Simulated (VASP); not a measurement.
# NaCrF3 (Pm-3m) in VASP: single point with PBE+U

Aim: the single point of NaCrF3 with PBE+U.

Everything below comes from runs of VASP 6.6.1. Logs are shortened: lines on timing, memory, paths and dates and some standing lists are left out, and cuts for length are marked.

### 1 The cell of the first run

Symmetry: Pm-3m, No. 221, cubic system. The conventional cell has a = 4.276 Å, b = 4.276 Å, c = 4.276 Å, α = 90.00°, β = 90.00°, γ = 90.00°. Cr (site symmetry m-3m) has 6 F at 2.14 Å within 2.8 Å. Within 2.8 Å of F (site symmetry 4/mmm) lie 2 Cr at 2.14 Å. Within 4.0 Å of Na (site symmetry m-3m) lie 12 F at 3.02 Å and 8 Cr at 3.70 Å.

### 2 Single point, PBE+U, collinear spin, ferromagnetic start

INCAR reads:

```
PREC = Accurate ; ENCUT = 520
EDIFF = 1E-6 ; ISMEAR = -1
SIGMA = 0.1 ; LREAL = False
LASPH = True ; NELM = 150
ALGO = Normal ; ISIF = 2
LWAVE = False ; LCHARG = True
ISPIN = 2 ; MAGMOM = 3.3 0 0 0 0
LORBIT = 11 ; LMAXMIX = 4
LDAU = True ; LDAUTYPE = 2
LDAUL = 2 -1 -1 ; LDAUU = 3.16 0 0
LDAUJ = 0 0 0 ; LDAUPRINT = 1
GGA = PE ; LELF = True
LVHAR = True ; NBANDS = 32
```

KPOINTS reads:

```
regular mesh
0
Gamma
  4 4 4
```

POSCAR reads:

```
NaCrF3
1.0
    4.2759868700      0.0000000000      0.0000000000
    0.0000000000      4.2759868700      0.0000000000
    0.0000000000      0.0000000000      4.2759868700
Cr F Na
1 3 1
Direct
    0.0000000000      0.0000000000      0.0000000000
    0.5000000000      0.0000000000      0.0000000000
    0.0000000000      0.5000000000      0.0000000000
    0.0000000000      0.0000000000      0.5000000000
    0.5000000000      0.5000000000      0.5000000000
```

Potentials or basis: VASP PAW PBE potentials, release 64 (Cr_pv, F, Na_pv).

Started as:

```sh
> cat potpaw_PBE.64/Cr_pv/POTCAR potpaw_PBE.64/F/POTCAR potpaw_PBE.64/Na_pv/POTCAR > POTCAR
> mpirun -np 1 vasp_std > vasp.out
```

OUTCAR:

```text
PREC = Accurate
   ENCUT = 520
   EDIFF = 1E-6
   ISMEAR = -1
   LREAL = False
   LASPH = True
   NELM = 150
   ISIF = 2
   ISPIN = 2
   LORBIT = 11
   GGA = PE

 ion  position               nearest neighbor table
   1  0.000  0.000  0.000-   2 2.14   3 2.14   4 2.14   4 2.14   3 2.14   2 2.14
   2  0.500  0.000  0.000-   1 2.14   1 2.14
   3  0.000  0.500  0.000-   1 2.14   1 2.14
   4  0.000  0.000  0.500-   1 2.14   1 2.14
   5  0.500  0.500  0.500-

  LATTYP: Found a simple cubic cell.
 ALAT       =     4.2759868700

  Lattice vectors:

 A1 = (   4.2759868700,   0.0000000000,   0.0000000000)
 A2 = (   0.0000000000,   4.2759868700,   0.0000000000)
 A3 = (   0.0000000000,   0.0000000000,   4.2759868700)

Analysis of symmetry for initial positions (statically):
=====================================================================
 Subroutine PRICEL returns:
 Original cell was already a primitive cell.

 Routine SETGRP: Setting up the symmetry group for a
 simple cubic supercell.

 Subroutine GETGRP returns: Found 48 space group operations
 (whereof 48 operations were pure point group operations)
 out of a pool of 48 trial point group operations.

The static configuration has the point symmetry O_h .

Analysis of symmetry for dynamics (positions and initial velocities):
=====================================================================
 Subroutine PRICEL returns:
 Original cell was already a primitive cell.

 Routine SETGRP: Setting up the symmetry group for a
 simple cubic supercell.

 Subroutine GETGRP returns: Found 48 space group operations
 (whereof 48 operations were pure point group operations)
 out of a pool of 48 trial point group operations.

The dynamic configuration has the point symmetry O_h .

Analysis of structural, dynamic, and magnetic symmetry:
=====================================================================
 Subroutine PRICEL returns:
 Original cell was already a primitive cell.

 Routine SETGRP: Setting up the symmetry group for a
 simple cubic supercell.

 Subroutine GETGRP returns: Found 48 space group operations
 (whereof 48 operations were pure point group operations)
 out of a pool of 48 trial point group operations.

The overall configuration has the point symmetry O_h .

 Subroutine INISYM returns: Found 48 space group operations
 (whereof 48 operations are pure point group operations),
 and found     1 'primitive' translations

----------------------------------------------------------------------------------------

                                     Primitive cell

  volume of cell :      78.1824

  direct lattice vectors                    reciprocal lattice vectors
     4.275986870  0.000000000  0.000000000     0.233864142  0.000000000  0.000000000
     0.000000000  4.275986870  0.000000000     0.000000000  0.233864142  0.000000000
     0.000000000  0.000000000  4.275986870     0.000000000  0.000000000  0.233864142

  length of vectors
     4.275986870  4.275986870  4.275986870     0.233864142  0.233864142  0.233864142

  position of ions in fractional coordinates (direct lattice)
     0.000000000  0.000000000  0.000000000
     0.500000000  0.000000000  0.000000000
     0.000000000  0.500000000  0.000000000
     0.000000000  0.000000000  0.500000000
     0.500000000  0.500000000  0.500000000

  ion indices of the primitive-cell ions
   primitive index   ion index
                 1           1
                 2           2
                 3           3
                 4           4
                 5           5

[... 71 lines left out ...]
   ISMEAR =    -1;   SIGMA  =   0.10  broadening in eV -4-tet -1-fermi 0-gaus
   EFERMI_NEDOS =   21; number of points for ismear=-14 and -15
   IALGO  =     38    algorithm
   IMIX   =      4    mixing-type and parameters
     AMIX     =   0.40;   BMIX     =  1.00
     AMIX_MAG =   1.60;   BMIX_MAG =  1.00
  volume/ion in A,a.u.               =      15.64       105.52
  Fermi-wavevector in a.u.,A,eV,Ry     =   1.309358  2.474328 23.326084  1.714419
  Thomas-Fermi vector in A             =   2.439962
   LORBIT       =     11    0 simple, 1 ext, 2 COOP (PROOUT), +10 PAW based schemes
 LDA+U is selected, type is set to LDAUTYPE =  2
   angular momentum for each species LDAUL =     2   -1   -1
   U (eV)           for each species LDAUU =   3.2  0.0  0.0
   J (eV)           for each species LDAUJ =   0.0  0.0  0.0
   GGA     = PE    functional components
   LHFCALC =     F    Hartree Fock is set to
   AEXX    =    0.0000 exact exchange contribution
   IVDW    =     0    specifies the selected vdW correction
   LEPSILON=     F    determine dielectric tensor
   LRPA    =     F    only Hartree local field effects (RPA)
 spin polarized calculation
  energy-cutoff  :      520.00
  volume of cell :       78.18
 maximum number of plane-waves:      2176
 NGX is ok and might be reduce to    32
   NGX = 15   NGY = 15   NGZ = 15

atom =   1  type =  1  l = 2

 onsite density matrix

spin component  1

  0.9391  0.0000  0.0000  0.0000 -0.0000
  0.0000  0.9391  0.0000  0.0000 -0.0000
  0.0000  0.0000  0.5612 -0.0000 -0.0000
  0.0000  0.0000 -0.0000  0.9391  0.0000
 -0.0000 -0.0000 -0.0000  0.0000  0.5612

spin component  2

  0.0152 -0.0000 -0.0000  0.0000  0.0000
 -0.0000  0.0152  0.0000  0.0000 -0.0000
 -0.0000  0.0000  0.0640 -0.0000  0.0000
  0.0000  0.0000 -0.0000  0.0152 -0.0000
  0.0000 -0.0000  0.0000 -0.0000  0.0640

 occupancies and eigenvectors

  o =  0.0152  v =  0.0000  0.0000  0.0000  0.0000  0.0000  0.0000 -0.0023 -0.0000 -1.0000  0.0000      0.0000  0.0000  0.0000  0.0000  0.0000  0.0000  0.0000  0.0000  0.0000  0.0000
  o =  0.0152  v =  0.0000  0.0000  0.0000  0.0000  0.0000  1.0000  0.0000  0.0000  0.0000  0.0000      0.0000  0.0000  0.0000  0.0000  0.0000  0.0000  0.0000  0.0000  0.0000  0.0000
  o =  0.0152  v =  0.0000  0.0000  0.0000  0.0000  0.0000  0.0000 -1.0000  0.0000  0.0023 -0.0000      0.0000  0.0000  0.0000  0.0000  0.0000  0.0000  0.0000  0.0000  0.0000  0.0000
  o =  0.0640  v =  0.0000  0.0000  0.0000  0.0000  0.0000  0.0000 -0.0000 -0.9999 -0.0000  0.0150      0.0000  0.0000  0.0000  0.0000  0.0000  0.0000  0.0000  0.0000  0.0000  0.0000
  o =  0.0640  v =  0.0000  0.0000  0.0000  0.0000  0.0000  0.0000 -0.0000  0.0150 -0.0000  0.9999      0.0000  0.0000  0.0000  0.0000  0.0000  0.0000  0.0000  0.0000  0.0000  0.0000
  o =  0.5612  v =  0.0000 -0.0000  1.0000  0.0000  0.0019  0.0000  0.0000  0.0000  0.0000  0.0000      0.0000  0.0000  0.0000  0.0000  0.0000  0.0000  0.0000  0.0000  0.0000  0.0000
  o =  0.5612  v =  0.0000  0.0000 -0.0019  0.0000  1.0000  0.0000  0.0000  0.0000  0.0000  0.0000      0.0000  0.0000  0.0000  0.0000  0.0000  0.0000  0.0000  0.0000  0.0000  0.0000
  o =  0.9391  v =  0.0000  0.9993  0.0000 -0.0361  0.0000  0.0000  0.0000  0.0000  0.0000  0.0000      0.0000  0.0000  0.0000  0.0000  0.0000  0.0000  0.0000  0.0000  0.0000  0.0000
  o =  0.9391  v =  1.0000  0.0000  0.0000  0.0000  0.0000  0.0000  0.0000  0.0000  0.0000  0.0000      0.0000  0.0000  0.0000  0.0000  0.0000  0.0000  0.0000  0.0000  0.0000  0.0000
  o =  0.9391  v =  0.0000 -0.0361  0.0000 -0.9993  0.0000  0.0000  0.0000  0.0000  0.0000  0.0000      0.0000  0.0000  0.0000  0.0000  0.0000  0.0000  0.0000  0.0000  0.0000  0.0000

 number of electron      39.9999941 magnetization       3.9959428

 Free energy of the ion-electron system (eV)
  ---------------------------------------------------
  ext. energy  EPLUGINS =         0.00000000
  ---------------------------------------------------
  free energy    TOTEN  =       -26.59938941 eV

  energy without entropy =      -26.54710205  energy(sigma->0) =      -26.57324573

 E-fermi :   3.0205     XC(G=0):  -8.5682

 val. band max:        2.9479694067   @ k =   0.0000   0.0000   0.0000
 cond. band min:       3.0517326534   @ k =   0.5000   0.2500   0.2500
 fundamental gap:      0.1037632467
 Fermi energy:         3.0204561804

 spin component 1

 k-point     1 :       0.0000    0.0000    0.0000
  band No.  band energies     occupation
      1     -41.5386      1.00000
      2     -41.5386      1.00000
      3     -41.5386      1.00000
      4     -22.8170      1.00000
      5     -22.8170      1.00000
      6     -22.8170      1.00000
[... 339 lines left out ...]
     31       9.6336      0.00000
     32      10.9738      0.00000
 Fermi energy:         3.0204561804

 spin component 2

 k-point     1 :       0.0000    0.0000    0.0000
  band No.  band energies     occupation
      1     -37.6489      1.00000
      2     -37.6489      1.00000
      3     -37.6489      1.00000
      4     -22.8160      1.00000
      5     -22.8160      1.00000
      6     -22.8160      1.00000
[... 339 lines left out ...]
     31      12.1520      0.00000
     32      14.1927      0.00000

------------------------ aborting loop because EDIFF is reached ----------------------------------------

  FORCE on cell =-STRESS in cart. coord.  units (eV):
  Direction    XX          YY          ZZ          XY          YZ          ZX
  --------------------------------------------------------------------------------------
  -------------------------------------------------------------------------------------
  Total       -2.3330495     -2.3330495     -2.3330495     -0.0000000     -0.0000000     -0.0000000
  in kB      -47.8107372    -47.8107372    -47.8107372     -0.0000000     -0.0000000     -0.0000000
  external PRESSURE =     -47.8107372 kB  Pullay stress =       0.0000000 kB

 VOLUME and BASIS-vectors are now :
 -----------------------------------------------------------------------------
  energy-cutoff  :      520.00
  volume of cell :       78.18
      direct lattice vectors                 reciprocal lattice vectors
     4.275986870  0.000000000  0.000000000     0.233864142  0.000000000  0.000000000
     0.000000000  4.275986870  0.000000000     0.000000000  0.233864142  0.000000000
     0.000000000  0.000000000  4.275986870     0.000000000  0.000000000  0.233864142

 POSITION                                       TOTAL-FORCE (eV/Angst)
 -----------------------------------------------------------------------------------
      0.00000      0.00000      0.00000         0.000000      0.000000      0.000000
      2.13799      0.00000      0.00000         0.000000      0.000000      0.000000
      0.00000      2.13799      0.00000         0.000000      0.000000      0.000000
      0.00000      0.00000      2.13799         0.000000      0.000000      0.000000
      2.13799      2.13799      2.13799         0.000000      0.000000      0.000000
 -----------------------------------------------------------------------------------
    total drift:                                0.000000      0.000000     -0.000000

  FREE ENERGIE OF THE ION-ELECTRON SYSTEM (eV)
  ---------------------------------------------------
  free  energy   TOTEN  =       -26.5993894062 eV

  energy  without entropy=      -26.5471020464  energy(sigma->0) =      -26.57324573

 total charge

# of ion       s       p       d       tot
------------------------------------------
    1        0.156   6.137   4.093  10.386
    2        1.734   4.342   0.000   6.076
    3        1.734   4.342   0.000   6.076
    4        1.734   4.342   0.000   6.076
    5        0.015   5.953   0.000   5.968
--------------------------------------------------
tot          5.372  25.116   4.093  34.581

 magnetization (x)

# of ion       s       p       d       tot
------------------------------------------
    1        0.028   0.019   3.756   3.803
    2        0.004  -0.011   0.000  -0.007
    3        0.004  -0.011   0.000  -0.007
    4        0.004  -0.011   0.000  -0.007
    5        0.001   0.000   0.000   0.001
--------------------------------------------------
tot          0.042  -0.014   3.756   3.784
```

Run time: 53 s. Hardware: 1 thread of Intel Xeon 8259CL, shared host; peak memory 0.22 GiB.

What came out:

* Free energy: -26.5994 eV
* Pressure: -4.8 GPa
* Band gap on the k mesh: zero (filled and empty bands overlap)
* Net moment: 4.00 μB per cell
* Site moments: Cr +3.80; F -0.01; Na +0.00 μB
* Valence electrons inside the program's atomic spheres: Cr 10.39; F 6.08; Na 5.97

Eigenvalues of the final occupation matrices:
```csv
site,spin,trace,eigenvalues
site 1 d,1,3.94,0.56 0.56 0.94 0.94 0.94
site 1 d,2,0.17,0.02 0.02 0.02 0.06 0.06
```

Caveat: the k points lie up to 0.37 Å⁻¹ apart, too coarse for converged energies and pressures of a metal; a cell with one magnetic atom can't hold antiferromagnetic order, which such compounds often take. The state reached can hang on the start; a lower one may exist.
